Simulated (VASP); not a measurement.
Here is a VASP 6.6.1 calculation.

INCAR

```
ALGO = Normal
EDIFF = 1E-6
ENCUT = 520
GGA = PE
ISIF = 2
ISMEAR = 0
LASPH = T
LCHARG = T
LELF = T
LREAL = F
LVHAR = T
LWAVE = F
NBANDS = 28
NELM = 80
PREC = Accurate
SIGMA = 0.02
```

File KPOINTS:

```
k-points
0
Gamma
  6 6 6
```

POSCAR

```
BaTiO3
1.0
    2.9118798150      1.6811745950      2.4146476100
   -2.9118798150      1.6811745950      2.4146476100
    0.0000000000     -3.3623491901      2.4146476100
Ba Ti O
1 1 3
Direct
    0.0097685668      0.0097685668      0.0097685668
    0.5254699766      0.5254699766      0.5254699766
    0.4865968896      0.4865968896      0.9702676775
    0.4865968896      0.9702676775      0.4865968896
    0.9702676775      0.4865968896      0.4865968896
```

Potentials or basis: VASP PAW PBE potentials, release 64 (Ba_sv, Ti_sv, O).

Run with:

```bash
$ cat potpaw_PBE.64/Ba_sv/POTCAR potpaw_PBE.64/Ti_sv/POTCAR potpaw_PBE.64/O/POTCAR > POTCAR
$ mpirun -np 1 vasp_std > vasp.out
```

Problem. Predict the largest force.

Solution. 0.111 eV/Å.

Problem. What does it give for the pressure?

Solution. -3.2 GPa.

Problem. Estimate the band gap on the k mesh.

Solution. 2.88 eV (least direct gap 3.46 eV).

Forces on the atoms (eV/Å):
```
Ba   0.000  0.000 -0.050
Ti   0.000  0.000 -0.111
O    0.000 -0.050  0.054
O   -0.044  0.025  0.054
O    0.044  0.025  0.054
```

Caveat: the cell stands under tension; spin-orbit coupling is left out, which moves the levels of the heavy elements. A k mesh can miss the band edges.
